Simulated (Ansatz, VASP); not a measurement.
# ZrB: VASP beside Ansatz

The input INCAR:

```
SYSTEM = ZrB
PREC = Accurate
ENCUT = 520
EDIFF = 1E-6
ISMEAR = 0
SIGMA = 0.15
LREAL = .False.
LASPH = .True.
NELM = 80
ALGO = Normal
ISIF = 2
LWAVE = .False.
LCHARG = .True.
GGA = PE
LELF = .True.
LVHAR = .True.
NBANDS = 14
```

The input KPOINTS:

```
Automatic mesh
0
Gamma
  18 18 18
  0 0 0
```

Contents of POSCAR:

```
ZrB
1.0
    0.0029062500      2.3250000000      2.3250000000
    2.3279062500      0.0000000000      2.3279062500
    2.3250000000      2.3250000000      0.0029062500
Zr B
1 1
Direct
    0.0000000000      0.0000000000      0.0000000000
    0.5000000000      0.5000000000      0.5000000000
```

Input for Ansatz:

```yaml
crystal:
  lattice:
    - [0.00290625, 2.325, 2.325]
    - [2.32790625, 0.0, 2.32790625]
    - [2.325, 2.325, 0.00290625]
  atoms:
    - { symbol: Zr, position: [0.0, 0.0, 0.0] }
    - { symbol: B, position: [0.5, 0.5, 0.5] }
basis:
  ecutwfc: 420
kpoints:
  mp_grid: { grid: [18, 18, 18] }
hamiltonian:
  xc: pbe
scf:
  occupations: { method: gaussian, width: 0.15 }
output:
  forces: true
  stress: true
  eigenvalues: true
  write_density: true
  write_potential: true
  elf: true
  volumetric_format: npy
```

Change from the starting cell: strain +0.0025 x Voigt [0, 0, 0, 0, 1, 0], atoms carried along.

Alike in both runs: task single point; functional PBE; k mesh 18 × 18 × 18; occupations gaussian, width 0.15 eV; no spin polarisation.

|  | VASP | Ansatz |
| --- | --- | --- |
| version | VASP 6.6.1 | Ansatz 0.2.0 |
| potentials or method | VASP PAW PBE potentials, release 64 (Zr_sv, B), cutoff 520 eV | scalar-relativistic, plane waves, PAW |
| valence electrons in the cell | 15 | 15 |

|  | VASP | Ansatz | Ansatz less VASP |
| --- | --- | --- | --- |
| gap on the k mesh at the Fermi level (eV) | none | none | - |
| pressure (GPa) | 35.0 | 34.8 | -0.17 |
| traceless stress, the component that is largest in VASP (GPa) | -0.14 | -0.14 | 0.000 |

A gap of «none» marks a metal or a gap that the smearing closes. Both programs put the cell under a high pressure, so it lies far from rest at this level.
